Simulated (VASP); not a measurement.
Runs of VASP 6.6.1 on CaSe. The structure is that of space group Fm-3m (No. 225), or close to it. The cells are those of the table. 

```tsv
task	level	potentials or basis	spin	cell	gap on the mesh (eV)	pressure (GPa)
electric field gradients	PBE	VASP PAW PBE potentials, release 64 (Ca_sv, Se)	off	a = 4.145 Å, angles 60.0°, 2 atoms	2.02	2.8
single point	PBE	VASP PAW PBE potentials, release 64 (Ca_sv, Se)	off	a = 4.110 Å, angles 60.0°, 2 atoms	1.95	4.4
single point	PBE	VASP PAW PBE potentials, release 64 (Ca_sv, Se)	off	a = 4.249 Å, angles 60.0°, 2 atoms	2.19	-1.0
electric field gradients	PBE	VASP PAW PBE potentials, release 64 (Ca_sv, Se)	non-collinear, zero start, SOC	a = 4.180 Å, angles 60.0°, 2 atoms	-	1.4
single point	PBE	VASP PAW PBE potentials, release 64 (Ca_sv, Se)	off	a = 4.180 Å, angles 60.0°, 2 atoms	(b)	1.3
electric field gradients	LDA	VASP PAW LDA potentials, release 64 (Ca_sv, Se)	off	a = 4.180 Å, angles 60.0°, 2 atoms	1.92	-2.9
electric field gradients	PBEsol	VASP PAW PBE potentials, release 64 (Ca_sv, Se)	off	a = 4.180 Å, angles 60.0°, 2 atoms	(d)	(c)
electric field gradients	PBE	VASP PAW PBE potentials, release 64 (Ca_sv, Se)	off	a = 4.249 Å, angles 60.0°, 2 atoms	2.19	-1.0
single point	PBE	VASP PAW PBE potentials, release 64 (Ca_sv, Se)	off	a = 4.145 Å, angles 60.0°, 2 atoms	2.02	2.8
single point	PBE	VASP PAW PBE potentials, release 64 (Ca_sv, Se)	off	a = 4.215 Å, angles 60.0°, 2 atoms	2.14	(a)
```

Alike in all rows: k mesh 7 × 7 × 7; cutoff (eV) 520; smearing fermi-dirac 0.01 eV.

Problem. Estimate the missing entries.

Solution. (a) 0.1; (b) 2.08; (c) -0.9; (d) 1.99.

Caveats: the PAW data sets were made with another functional, which shifts forces and pressure a little (some runs).

A k mesh can miss the band edges, and rows without SOC leave out spin-orbit coupling on Se.
